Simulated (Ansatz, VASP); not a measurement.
## Two plane-wave programs on Ag

```
Ag
1.0
     0.00000    2.00031    2.00031
     2.00031    0.00000    2.00031
     2.00031    2.00031    0.00000
Ag
1
Direct
  0.00000 0.00000 0.00000
```

Alike in both runs: functional LDA; k mesh 28 × 28 × 28; occupations gaussian, width 0.2 eV; no spin polarisation.

Ansatz relaxed the structure, and its values are those at the end. VASP's run is a single point on that final structure, the one shown.

|  | VASP | Ansatz |
| --- | --- | --- |
| version | VASP 6.6.1 | Ansatz 0.2.0 |
| potentials or method | VASP PAW LDA potentials, release 64 (Ag) | scalar-relativistic, plane waves, PAW |
| plane-wave cutoff (eV) | 520 | 420 |
| valence electrons in the cell | 11 | 19 |

```csv
,VASP,Ansatz,Ansatz less VASP
gap on the k mesh at the Fermi level (eV),none,none,-
pressure (GPa),0.2,0.0,-0.15
```

LDA's correlation is that of Perdew and Zunger in VASP and of Perdew and Wang (1992) in Ansatz. A gap of «none» marks a metal or a gap that the smearing closes. VASP's potentials hold 11 valence electrons a cell and Ansatz's 19, so a difference there can come from the potentials and not from the codes.
